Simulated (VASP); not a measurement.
Input of a VASP 6.6.1 run:

POSCAR

```
SnO2
1.0
    4.5460067358      0.0000000000      0.0000000000
    0.0000000000      4.5460067358      0.0000000000
    0.0000000000      0.0000000000      3.2005650988
Sn O
2 4
Direct
    0.0000000000      0.0000000000      0.0000000000
    0.5000000000      0.5000000000      0.5000000000
    0.3058934984      0.3058934984      0.0000000000
    0.1941065016      0.8058934984      0.5000000000
    0.6941065016      0.6941065016      0.0000000000
    0.8058934984      0.1941065016      0.5000000000
```

INCAR.step1

```
PREC     = Accurate       # precision mode
ENCUT    = 520            # plane-wave cutoff, eV
ISMEAR   = 0              # smearing method
SIGMA    = 0.05           # smearing width, eV
LREAL    = F              # projectors in reciprocal space
LASPH    = T              # aspherical terms in the spheres
NELM     = 60             # most SCF steps
NBANDS   = 35             # bands
GGA      = PE             # functional
ALGO     = Normal         # electronic algorithm
EDIFF    = 1E-4           # SCF threshold, eV
LWAVE    = T              # write WAVECAR
LCHARG   = F              # write CHGCAR
```

The input INCAR.step2:

```
PREC     = Accurate       # precision mode
ENCUT    = 520            # plane-wave cutoff, eV
EDIFF    = 1E-6           # SCF threshold, eV
ISMEAR   = 0              # smearing method
SIGMA    = 0.05           # smearing width, eV
LREAL    = F              # projectors in reciprocal space
LASPH    = T              # aspherical terms in the spheres
NELM     = 60             # most SCF steps
ALGO     = Normal         # electronic algorithm
ISIF     = 2              # what is computed and relaxed
LWAVE    = F              # write WAVECAR
LCHARG   = T              # write CHGCAR
METAGGA  = R2SCAN         # meta-GGA
LMIXTAU  = T            
LELF     = T              # ELF
LVHAR    = T            
NBANDS   = 35             # bands
ISTART   = 1
```

Contents of KPOINTS:

```
Automatic mesh
0
Gamma
  6 6 8
```

Potentials or basis: VASP PAW PBE potentials, release 64 (Sn_d, O).

Launch:

```sh
$ cat potpaw_PBE.64/Sn_d/POTCAR potpaw_PBE.64/O/POTCAR > POTCAR
$ cp INCAR.step1 INCAR
$ mpirun -np 1 vasp_std > vasp.out
$ cp INCAR.step2 INCAR
$ mpirun -np 1 vasp_std > vasp.out
```

Q: Estimate the band gap on the k mesh.

A: 2.84 eV.

Q: What does it give for the pressure?

A: 24.3 GPa.

Q: Predict the largest force.

A: 0.045 eV/Å.

Forces on the atoms (eV/Å):
```
Sn   0.000  0.000  0.000
Sn   0.000  0.000  0.000
O    0.032  0.032  0.000
O   -0.032  0.032  0.000
O   -0.032 -0.032  0.000
O    0.032 -0.032  0.000
```

Caveat: the cell differs from its parent crystal (strain -0.0450 x Voigt [1, 1, 0, 0, 0, 0]); the cell stands under pressure; the PAW data sets were made with another functional, which shifts forces and pressure a little; spin-orbit coupling is left out, which moves the levels of the heavy elements.
